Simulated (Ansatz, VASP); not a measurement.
# Ge2Sb2Te5 in VASP and in Ansatz

```
CELL_PARAMETERS angstrom
4.20246 0.00000 0.00000
-2.10123 3.63944 0.00000
0.00000 0.00000 17.09997
ATOMIC_POSITIONS crystal
Ge 0.00000 0.00000 0.33809
Ge 0.00000 0.00000 0.66191
Sb 0.33333 0.66667 0.11674
Sb 0.66667 0.33333 0.88326
Te 0.00000 0.00000 0.00000
Te 0.33333 0.66667 0.78107
Te 0.66667 0.33333 0.21893
Te 0.33333 0.66667 0.42071
Te 0.66667 0.33333 0.57929
```

Alike in both runs: functional PBEsol; k mesh 12 × 12 × 2; occupations gaussian, width 0.01 eV; no spin polarisation.

Ansatz relaxed the structure, and its values are those at the end. VASP's run is a single point on that final structure, the one shown.

```csv
,VASP,Ansatz
version,VASP 6.6.1,Ansatz 0.2.0
potentials or method,"VASP PAW PBE potentials, release 64 (Ge_d, Sb, Te), cutoff 520 eV","scalar-relativistic, plane waves, PAW"
valence electrons in the cell,68,138
```

|  | VASP | Ansatz | Ansatz less VASP |
| --- | --- | --- | --- |
| gap on the k mesh at the Fermi level (eV) | none | none | - |
| pressure (GPa) | 0.0 | 0.0 | +0.04 |
| rms of the force components (eV/Å) | 0.014 | 0.002 | -0.0117 |

VASP's potentials were made for PBE, not for PBEsol. A gap of «none» marks a metal or a gap that the smearing closes. VASP's potentials hold 68 valence electrons a cell and Ansatz's 138, so a difference there can come from the potentials and not from the codes.

Spin-orbit coupling is off throughout.
